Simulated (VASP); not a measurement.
# GaP (F-43m) in VASP: a series of runs, part 2 of 2

VASP 6.6.1. The steps go on from the part before.

## Step 5: Electric field gradients, r2SCAN+D3(BJ)

Contents of POSCAR:

```
GaP
1.0
    0.0000000000      2.6884177822      2.6884177822
    2.6884177822      0.0000000000      2.6884177822
    2.6884177822      2.6884177822      0.0000000000
Ga P
1 1
Direct
    0.0000000000      0.0000000000      0.0000000000
    0.7500000000      0.7500000000      0.7500000000
```

Contents of INCAR.step1:

```
SYSTEM = GaP
PREC = Accurate
ENCUT = 520
ISMEAR = -1
SIGMA = 0.05
LREAL = .FALSE.
LASPH = .TRUE.
NELM = 100
NBANDS = 16
GGA = PE
ALGO = Normal
EDIFF = 1E-4
LWAVE = .TRUE.
LCHARG = .FALSE.
```

Contents of INCAR.step2:

```
SYSTEM = GaP
PREC = Accurate
ENCUT = 520
EDIFF = 1E-8
ISMEAR = -1
SIGMA = 0.05
LREAL = .FALSE.
LASPH = .TRUE.
NELM = 100
ALGO = Normal
ISIF = 2
LWAVE = .FALSE.
LCHARG = .FALSE.
METAGGA = R2SCAN
LMIXTAU = .TRUE.
IVDW = 12
VDW_S6 = 1.0
VDW_S8 = 0.78981345
VDW_A1 = 0.49484001
VDW_A2 = 5.73083694
LEFG = .TRUE.
NBANDS = 16
ISTART = 1
```

Contents of KPOINTS:

```
Automatic mesh
0
G
  10 10 10
  0 0 0
```

Potentials or basis: VASP PAW PBE potentials, release 64 (Ga_d, P).

Launch:

```console
$ cat potpaw_PBE.64/Ga_d/POTCAR potpaw_PBE.64/P/POTCAR > POTCAR
$ cp INCAR.step1 INCAR
$ mpirun -np 1 vasp_std > vasp.out
$ cp INCAR.step2 INCAR
$ mpirun -np 1 vasp_std > vasp.out
```

OUTCAR:

```text
SYSTEM = GaP
   PREC = Accurate
   ENCUT = 520
   EDIFF = 1E-8
   ISMEAR = -1
   LREAL = .FALSE.
   LASPH = .TRUE.
   NELM = 100
   ISIF = 2
   METAGGA = R2SCAN
   IVDW = 12
   ISTART = 1
 IVDW          = 12

 ion  position               nearest neighbor table
   1  0.000  0.000  0.000-   2 2.33   2 2.33   2 2.33   2 2.33
   2  0.750  0.750  0.750-   1 2.33   1 2.33   1 2.33   1 2.33

  LATTYP: Found a face centered cubic cell.
 ALAT       =     5.3768355644

  Lattice vectors:

 A1 = (   0.0000000000,   2.6884177822,   2.6884177822)
 A2 = (   2.6884177822,   0.0000000000,   2.6884177822)
 A3 = (   2.6884177822,   2.6884177822,   0.0000000000)

Analysis of symmetry for initial positions (statically):
[... 653 lines left out ...]
  energy-cutoff  :      520.00
  volume of cell :       38.86
      direct lattice vectors                 reciprocal lattice vectors
     0.000000000  2.688417782  2.688417782    -0.185982998  0.185982998  0.185982998
     2.688417782  0.000000000  2.688417782     0.185982998 -0.185982998  0.185982998
     2.688417782  2.688417782  0.000000000     0.185982998  0.185982998 -0.185982998

 POSITION                                       TOTAL-FORCE (eV/Angst)
 -----------------------------------------------------------------------------------
      0.00000      0.00000      0.00000        -0.000000     -0.000000     -0.000000
      4.03263      4.03263      4.03263         0.000000      0.000000      0.000000
 -----------------------------------------------------------------------------------
    total drift:                               -0.000004     -0.000004     -0.000004

  FREE ENERGIE OF THE ION-ELECTRON SYSTEM (eV)
  ---------------------------------------------------
  free  energy   TOTEN  =       -21.7563003192 eV

  energy  without entropy=      -21.7563003189  energy(sigma->0) =      -21.75630032

 Electric field gradients (V/A^2)
---------------------------------------------------------------------
 ion       V_xx      V_yy      V_zz      V_xy      V_xz      V_yz
---------------------------------------------------------------------
   1       0.000    -0.000    -0.000    -0.000    -0.000    -0.000
   2      -0.000    -0.000     0.000     0.000     0.000     0.000
---------------------------------------------------------------------

 Electric field gradients after diagonalization (V/A^2)
 (convention: |V_zz| > |V_xx| > |V_yy|)
----------------------------------------------------------------------
 ion       V_xx      V_yy      V_zz     asymmetry (V_yy - V_xx)/ V_zz
----------------------------------------------------------------------
   1       0.000     0.000    -0.000       0.000
   2      -0.000    -0.000     0.000       0.000
----------------------------------------------------------------------

           NMR quadrupolar parameters

 Cq : quadrupolar parameter    Cq=e*Q*V_zz/h
 eta: asymmetry parameters     (V_yy - V_xx)/ V_zz
 Q  : nuclear electric quadrupole moment in mb (millibarn)
----------------------------------------------------------------------
 ion       Cq(MHz)       eta       Q (mb)
----------------------------------------------------------------------
   1      -0.000       0.000       1.000
   2       0.000       0.000       1.000
----------------------------------------------------------------------
```

OSZICAR.step1:

```text
N       E                     dE             d eps       ncg     rms          rms(c)
DAV:   1     0.805592865932E+02    0.80559E+02   -0.89293E+03  1584   0.162E+03
DAV:   2    -0.297482693760E+01   -0.83534E+02   -0.79058E+02  1728   0.316E+02
DAV:   3    -0.925176905388E+01   -0.62769E+01   -0.62578E+01  1872   0.655E+01
DAV:   4    -0.935326330718E+01   -0.10149E+00   -0.10147E+00  1840   0.914E+00
DAV:   5    -0.935524081785E+01   -0.19775E-02   -0.19774E-02  1912   0.114E+00    0.445E+00
DAV:   6    -0.910373246821E+01    0.25151E+00   -0.37859E-01  2312   0.110E+01    0.297E+00
DAV:   7    -0.907323361285E+01    0.30499E-01   -0.10372E-01  1984   0.223E+00    0.116E+00
DAV:   8    -0.907346032833E+01   -0.22672E-03   -0.13834E-02  1776   0.144E+00    0.234E-01
DAV:   9    -0.907385119068E+01   -0.39086E-03   -0.13368E-03  1840   0.486E-01    0.762E-02
DAV:  10    -0.907391077943E+01   -0.59589E-04   -0.87326E-05  1600   0.129E-01
   1 F= -.90739108E+01 E0= -.90739108E+01  d E =-.431265E-08
```

Run time: 2.7 min. Hardware: 1 thread of AMD EPYC 7R43 (Zen 3), shared host; peak memory 0.15 GiB.

Results:

- Free energy: -21.7563 eV
- Pressure: 2.6 GPa
- Band gap on the k mesh: 1.79 eV (least direct gap 2.71 eV)
- Largest electric field gradient by atom: zero within the noise of the run
- Dispersion energy per atom: -0.155 eV

Caveat: the PAW data sets were made with another functional, which shifts forces and pressure a little. r2SCAN opens gaps a little over a GGA but as a rule still falls short of measured ones.

## Step 6: Summary

| level | potentials or basis | cell | gap on the mesh (eV) | pressure (GPa) |
| --- | --- | --- | --- | --- |
| LDA | VASP PAW LDA potentials, release 64 (Ga_d, P) | a = 3.802 Å, angles 60.0°, 2 atoms | 1.39 | 0.9 |
| LDA | VASP PAW LDA potentials, release 64 (Ga_d, P) | a = 3.854 Å, angles 60.0°, 2 atoms | 1.45 | -2.6 |
| PBEsol | VASP PAW PBE potentials, release 64 (Ga_d, P) | a = 3.854 Å, angles 60.0°, 2 atoms | 1.48 | -0.6 |
| r2SCAN+D3(BJ) | VASP PAW PBE potentials, release 64 (Ga_d, P) | a = 3.802 Å, angles 60.0°, 2 atoms | 1.79 | 2.6 |

Alike in all rows: task electric field gradients; no spin polarisation; k mesh 10 × 10 × 10; cutoff (eV) 520; smearing fermi-dirac 0.05 eV.

Caveats: the PAW data sets were made with another functional, which shifts forces and pressure a little (at least some runs).

Total energies depend on the potentials used, so only differences within one code and one set of settings carry meaning.

## Step 7: Comparison with measurements

Step 4. Against the measured gap of GaP, 2.34 eV (indirect; 10 K; quoted in “Stacking defects in GaP nanowires: Electronic structure and optical properties”, 2018, arxiv:1810.01194), the calculated 1.48 eV is off by -0.86 eV. Spin-orbit coupling on Ga is left out. The value is that of PBEsol on a finite k mesh, which can miss the band edges, without temperature or zero-point motion. Semilocal functionals fall short of measured gaps as a rule.
